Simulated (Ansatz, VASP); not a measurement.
# Two plane-wave programs on Sc

File INCAR:

```
PREC     = Accurate       # precision mode
ENCUT    = 520            # plane-wave cutoff, eV
EDIFF    = 1E-6           # SCF threshold, eV
ISMEAR   = -1             # smearing method
SIGMA    = 0.1            # smearing width, eV
LREAL    = F              # projectors in reciprocal space
LASPH    = T              # aspherical terms in the spheres
NELM     = 60             # most SCF steps
ALGO     = Normal         # electronic algorithm
ISIF     = 2              # what is computed and relaxed
LWAVE    = F              # write WAVECAR
LCHARG   = F              # write CHGCAR
GGA      = RP             # functional
NBANDS   = 30             # bands
```

The input KPOINTS:

```
Automatic mesh
0
Gamma
  12 12 4
```

The input POSCAR:

```
Sc
1.0
    3.3384166590      0.0000000000      0.0000000000
   -1.6692083295      2.8911536351      0.0000000000
    0.0000000000      0.0000000000     10.6678031627
Sc
4
Direct
    1.0000000000      1.0000000000      0.0000000000
    1.0000000000      1.0000000000      0.5000000000
    0.3333333333      0.6666666667      0.2500000000
    0.6666666667      0.3333333333      0.7500000000
```

Input for Ansatz:

```yaml
crystal:
  lattice:
    - [3.338416659, 0.0, 0.0]
    - [-1.6692083295, 2.8911536351, 0.0]
    - [0.0, 0.0, 10.6678031627]
  atoms:
    - { symbol: Sc, position: [1.0, 1.0, 0.0] }
    - { symbol: Sc, position: [1.0, 1.0, 0.5] }
    - { symbol: Sc, position: [0.3333333333, 0.6666666667, 0.25] }
    - { symbol: Sc, position: [0.6666666667, 0.3333333333, 0.75] }
hamiltonian:
  xc: rpbe
  pseudopotentials:
    kind: paw
    azcp:
      Sc: "pseudopotentials/Sc.paw.azcp"
basis:
  ecutwfc: 420
  fft_grid_basis: typed
kpoints:
  mp_grid: { grid: [12, 12, 4], shift: [0, 0, 0] }
magnetization:
  spin_polarized: false
scf:
  occupations: { method: fermi_dirac, width: 0.1 }
  lower_state_search: "off"
output:
  stress: true
```

Alike in both runs: task single point; functional RPBE; k mesh 12 × 12 × 4; occupations fermi-dirac, width 0.1 eV; no spin polarisation.

```csv
,VASP,Ansatz
version,VASP 6.6.1,Ansatz 0.2.0
potentials or method,"VASP PAW PBE potentials, release 64 (Sc_sv), cutoff 520 eV","plane waves (420 eV) with PAW, scalar-relativistic"
valence electrons in the cell,44,44
```

```tsv
	VASP	Ansatz	Ansatz less VASP
pressure (GPa)	0.0	0.0	-0.02
```

VASP's potentials were made for PBE, not for RPBE.
